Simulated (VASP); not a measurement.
Here is a VASP 6.6.1 calculation.

File INCAR:

```
SYSTEM = BiAs
PREC = Accurate ; ENCUT = 520
EDIFF = 1E-8 ; ISMEAR = -1
SIGMA = 0.03 ; LREAL = .FALSE.
LASPH = .TRUE. ; NELM = 150
ALGO = Normal ; ISIF = 2
LWAVE = .FALSE. ; LCHARG = .FALSE.
MAGMOM = 0 0 0 0 0 0 ; LORBIT = 11
LSORBIT = .TRUE. ; GGA_COMPAT = .FALSE.
LORBMOM = .TRUE. ; GGA = PE
LEFG = .TRUE. ; NBANDS = 32
```

The input KPOINTS:

```
Automatic mesh
0
G
  10 10 10
  0 0 0
```

POSCAR

```
BiAs
1.0
    0.0000000000      3.3528526290      3.3528526290
    3.3528526290      0.0000000000      3.3528526290
    3.3528526290      3.3528526290      0.0000000000
Bi As
1 1
Direct
    0.0000000000      0.0000000000      0.0000000000
    0.2500000000      0.2500000000      0.2500000000
```

Potentials or basis: VASP PAW PBE potentials, release 64 (Bi_d, As).

Launch:

```bash
$ cat potpaw_PBE.64/Bi_d/POTCAR potpaw_PBE.64/As/POTCAR > POTCAR
$ mpirun -np 1 vasp_ncl > vasp.out
```

(1) What does it give for the net moment?

(2) Predict the pressure.

Answers

(1) 0.00 μB per cell.

(2) 0.5 GPa.

Caveat: without QUAD_EFG the Cq values of the log hold for a quadrupole moment of 1 mb, not for the nuclei.
